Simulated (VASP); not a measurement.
The system is LiZrN.

```xyz
3
Lattice="3.6138 0.0000 0.0000 0.0000 3.6138 0.0000 0.0000 0.0000 3.4652" Properties=species:S:1:pos:R:3 pbc="T T T"
Li    0.0000    0.0000    1.7326
Zr    1.8069    1.8069    0.0000
N     0.0000    0.0000    0.0000
```

```yaml
Program: VASP 6.6.1
Task: relaxation of cell and atoms
Functional: PBE
Potentials_or_basis: VASP PAW PBE potentials, release 64 (Li_sv, Zr_sv, N)
Cutoff: 600 eV
k_mesh: 6 × 6 × 6
Occupations: gaussian, width 0.1 eV
Spin: no spin polarisation
```

At the start: pressure -15.0 GPa; volume 15.09 Å³/atom.

**Question.** How do energy, volume and symmetry change on relaxing?

**Answer.** Over 8 steps the energy falls by 612.2 meV/atom and the volume is 13.72 Å³/atom (-9.1 %); space group P4/mmm (No. 123, to 0.05 Å).

Step by step:
```
step  energy change (eV)  largest force (eV/Å)  pressure (GPa)  volume (Å³)
   1              0.0000                0.0000          -14.96        45.26
   2             -1.6016                0.0000           16.60        35.94
   3             -1.6668                0.0000            7.84        37.12
   4             -1.8026                0.0000            0.55        39.81
   5             -1.8203                0.0000           -1.95        41.02
   6             -1.8215                0.0000           -2.78        41.46
   7             -1.8273                0.0000            2.64        40.90
   8             -1.8365                0.0000            0.17        41.15
```

Final structure:
```
Li Zr N
1.0
     3.15111    0.00000    0.00000
     0.00000    3.15111    0.00000
     0.00000    0.00000    4.14384
Li Zr N
1 1 1
Direct
  0.00000 0.00000 0.50000
  0.50000 0.50000 0.00000
  0.00000 0.00000 0.00000
```

Caveat: the cutoff is under 1.25 times the usual one of these potentials, so pressure, stress and relaxed cells hold a basis-set (Pulay) error.
